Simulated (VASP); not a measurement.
Here is a VASP 6.6.1 calculation.

File INCAR:

```
PREC     = Accurate       # precision mode
ENCUT    = 520            # plane-wave cutoff, eV
EDIFF    = 1E-6           # SCF threshold, eV
ISMEAR   = 0              # smearing method
SIGMA    = 0.15           # smearing width, eV
LREAL    = False          # projectors in reciprocal space
LASPH    = True           # aspherical terms in the spheres
NELM     = 80             # most SCF steps
ALGO     = Fast           # electronic algorithm
ISIF     = 2              # what is computed and relaxed
LWAVE    = False          # write WAVECAR
LCHARG   = True           # write CHGCAR
GGA      = PE             # functional
LELF     = True           # ELF
LVHAR    = True         
NBANDS   = 22             # bands
```

File KPOINTS:

```
Automatic mesh
0
Gamma
  21 21 12
```

The input POSCAR:

```
Rh
1.0
    2.6973710492      0.0000000000      0.0000000000
   -1.3486855246      2.3359918521      0.0000000000
    0.0000000000      0.0000000000      4.3408729228
Rh
2
Direct
    0.6666666667      0.3333333333      0.7500000000
    0.3333333333      0.6666666667      0.2500000000
```

Potentials or basis: VASP PAW PBE potentials, release 64 (Rh_pv).

Run with:

```sh
$ cat potpaw_PBE.64/Rh_pv/POTCAR > POTCAR
$ mpirun -np 1 vasp_std > vasp.out
```

(1) Predict the pressure.

(2) Estimate the band gap on the k mesh.

## Answers

(1) 8.5 GPa.

(2) zero (bands 15 and 16 overlap by 2.41 eV).

Caveat: the cell stands under pressure.
